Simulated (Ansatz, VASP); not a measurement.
Two plane-wave programs on GaSi2

File POSCAR:

```
GaSi2
1.0
   -1.8542684480      1.8542684480      3.7829864670
    1.8542684480     -1.8542684480      3.7829864670
    1.8542684480      1.8542684480     -3.7829864670
Ga Si
1 2
Direct
    0.0000000000      0.0000000000      0.0000000000
    0.7500000000      0.2500000000      0.5000000000
    0.2500000000      0.7500000000      0.5000000000
```

File INCAR.step1:

```
SYSTEM = GaSi2
ALGO = Normal
EDIFF = 1E-4
ENCUT = 600
GGA = PE
ISMEAR = 0
LASPH = .True.
LCHARG = .False.
LREAL = .False.
LWAVE = .True.
NELM = 60
PREC = Accurate
SIGMA = 0.1
```

File INCAR.step2:

```
SYSTEM = GaSi2
ALGO = Normal
EDIFF = 1E-6
EDIFFG = -0.04
ENCUT = 600
IBRION = 2
ISIF = 3
ISMEAR = 0
ISTART = 1
LASPH = .True.
LCHARG = .False.
LMIXTAU = .True.
LREAL = .False.
LWAVE = .False.
METAGGA = R2SCAN
NELM = 60
NSW = 90
PREC = Accurate
SIGMA = 0.1
```

The input KPOINTS:

```
k-points
0
Gamma
  6 6 6
  0 0 0
```

Input for Ansatz:

```yaml
crystal:
  lattice:
    - [-1.854268448, 1.854268448, 3.782986467]
    - [1.854268448, -1.854268448, 3.782986467]
    - [1.854268448, 1.854268448, -3.782986467]
  atoms:
    - { symbol: Ga, position: [0.0, 0.0, 0.0] }
    - { symbol: Si, position: [0.75, 0.25, 0.5] }
    - { symbol: Si, position: [0.25, 0.75, 0.5] }
basis:
  ecutwfc: 500
kpoints:
  mp_grid: { grid: [6, 6, 6] }
hamiltonian:
  xc: r2scan
scf:
  occupations: { method: gaussian, width: 0.1 }
  lower_state_search: "off"
output:
  forces: true
  stress: true
  eigenvalues: true
relax:
  adjacent_minimum: "off"
  f_tol: 0.04
  max_steps: 70
  cell: { stress_tol: 0.4 }
```

Alike in both runs: task relaxation of cell and atoms; functional r2SCAN; k mesh 6 × 6 × 6; occupations gaussian, width 0.1 eV; no spin polarisation.

|  | VASP | Ansatz |
| --- | --- | --- |
| version | VASP 6.6.1 | Ansatz 0.2.0 |
| potentials or method | VASP PAW PBE potentials, release 64 (Ga_d, Si), cutoff 600 eV | scalar-relativistic, plane waves, PAW |
| valence electrons in the cell | 21 | 21 |

|  | VASP | Ansatz | Ansatz less VASP |
| --- | --- | --- | --- |
| gap on the k mesh at the Fermi level, each at its own relaxed structure (eV) | none | none | - |
| relaxed volume (Å³/atom) | 17.24 | 17.35 | +0.102 |
| relaxed cell length with the largest relative difference (Å) | 4.693 | 4.692 | -0.0011 |

VASP's potentials were made for PBE, not for r2SCAN. A gap of «none» marks a metal or a gap that the smearing closes.

The k mesh is coarse, so the values compare programs but aren't converged.
